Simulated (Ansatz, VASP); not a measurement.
## Y: VASP beside Ansatz

The input INCAR:

```
SYSTEM = Y
PREC = Accurate
ENCUT = 520
EDIFF = 1E-7
ISMEAR = 0
SIGMA = 0.15
LREAL = .False.
LASPH = .True.
NELM = 60
ALGO = Fast
ISIF = 2
LWAVE = .False.
LCHARG = .False.
GGA = PE
NBANDS = 18
```

File KPOINTS:

```
regular mesh
0
Gamma
  18 18 8
  0 0 0
```

File POSCAR:

```
Y
1.0
    3.5602117562      0.0000000000      0.0000000000
   -1.7801058781      3.0832338237      0.0000000000
    0.0000000000      0.0000000000      5.8910850000
Y
2
Direct
    0.3333333333      0.6666666667      0.2500000000
    0.6666666667      0.3333333333      0.7500000000
```

Input for Ansatz:

```yaml
crystal:
  lattice:
    - [3.5602117562, 0.0, 0.0]
    - [-1.7801058781, 3.0832338237, 0.0]
    - [0.0, 0.0, 5.891085]
  atoms:
    - { symbol: "Y", position: [0.3333333333, 0.6666666667, 0.25] }
    - { symbol: "Y", position: [0.6666666667, 0.3333333333, 0.75] }
basis:
  ecutwfc: 420
kpoints:
  mp_grid: { grid: [18, 18, 8] }
hamiltonian:
  xc: pbe
scf:
  occupations: { method: gaussian, width: 0.15 }
output:
  forces: true
  stress: true
  eigenvalues: true
```

Change from the starting cell: strain -0.025 along x and y, +0.025 along z, atoms carried along.

Alike in both runs: task single point; functional PBE; k mesh 18 × 18 × 8; occupations gaussian, width 0.15 eV; no spin polarisation.

```csv
,VASP,Ansatz
version,VASP 6.6.1,Ansatz 0.2.0
potentials or method,"VASP PAW PBE potentials, release 64 (Y_sv), cutoff 520 eV","scalar-relativistic, plane waves, PAW"
valence electrons in the cell,22,22
```

VASP gave:

- gap on the k mesh at the Fermi level (eV): none
- pressure (GPa): 0.6
- traceless stress, the component that is largest in VASP (GPa): -2.24

**Question.** Estimate Ansatz's values.

**Answer.** gap on the k mesh at the Fermi level (eV): none; pressure (GPa): 0.7; traceless stress, the component that is largest in VASP (GPa): -2.25.

A gap of «none» marks a metal or a gap that the smearing closes.
